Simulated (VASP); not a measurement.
# Cr: single point with PBEsol

Crystal: Cr.

```
Cr
1.0
     2.56330    0.00000    0.00000
    -1.28165    2.21988    0.00000
     0.00000    0.00000    9.03124
Cr
4
Direct
  0.00000 0.00000 0.00000
  0.00000 0.00000 0.50000
  0.33333 0.66667 0.25000
  0.66667 0.33333 0.75000
```

This isn't the form of Cr at room conditions, which is bcc.

```yaml
Program: VASP 6.6.1
Task: single point
Functional: PBEsol
Potentials_or_basis: VASP PAW PBE potentials, release 64 (Cr_pv)
Cutoff: 520 eV
k_mesh: 16 × 16 × 4
Occupations: fermi-dirac, width 0.05 eV
Spin: collinear spin, antiferromagnetic start
Starting_moments: "[1.5, 1.5, -1.5, -1.5] μB"
Dipole_correction: no
Further_INCAR_settings: ALGO = Normal; EDIFF = 1e-07; NBANDS = 36
```

| Quantity | Value |
| --- | --- |
| Pressure | -23.5 GPa |
| Band gap on the k mesh | zero (filled and empty bands overlap) |
| Net moment | 0.00 μB per cell |
| Valence electrons inside the program's atomic spheres | Cr 10.87, 10.86 (each value once) |

Stress tensor (GPa, compression positive):
```
-24.12   0.00   0.00
  0.00 -24.12   0.00
  0.00   0.00 -22.15
```

Levels at points of the mesh, in eV from the Fermi level:
Spin up:
| k point | band 21 | band 22 | band 23 | band 24 | band 25 | band 26 | band 27 | band 28 |
| --- | --- | --- | --- | --- | --- | --- | --- | --- |
| (0.00, 0.00, 0.00) | -0.38 | -0.30 | -0.30 | -0.15 | -0.15 | -0.14 | -0.05 | -0.05 |
| (0.50, 0.00, 0.00) | -0.70 | -0.27 | -0.19 | 0.82 | 0.83 | 1.56 | 2.08 | 2.09 |
| (0.00, 0.00, 0.50) | -0.31 | -0.31 | -0.31 | -0.31 | -0.14 | -0.14 | -0.14 | -0.14 |
| (0.50, 0.00, 0.50) | 0.08 | 0.08 | 0.09 | 0.09 | 0.57 | 0.57 | 1.68 | 1.68 |
Spin down:
```
           k point  band 20  band 21  band 22  band 23  band 24  band 25  band 26  band 27  band 28  band 29
(0.00, 0.00, 0.00)    -0.38    -0.38    -0.30    -0.30    -0.15    -0.15    -0.14    -0.05    -0.05     1.02
(0.50, 0.00, 0.00)    -1.30    -0.70    -0.27    -0.19     0.82     0.83     1.56     2.08     2.09     2.34
(0.00, 0.00, 0.50)    -0.95    -0.31    -0.31    -0.31    -0.31    -0.14    -0.14    -0.14    -0.14     1.18
(0.50, 0.00, 0.50)    -1.41     0.08     0.08     0.09     0.09     0.57     0.57     1.68     1.68     2.52
```

Wall time 8.4 min on 1 thread of Intel Xeon 8259CL, on a shared host, peak memory 0.34 GiB.

Caveat: the cell stands under tension; the moments typed at the start vanished in this run; the PAW data sets were made with another functional, which shifts forces and pressure a little.
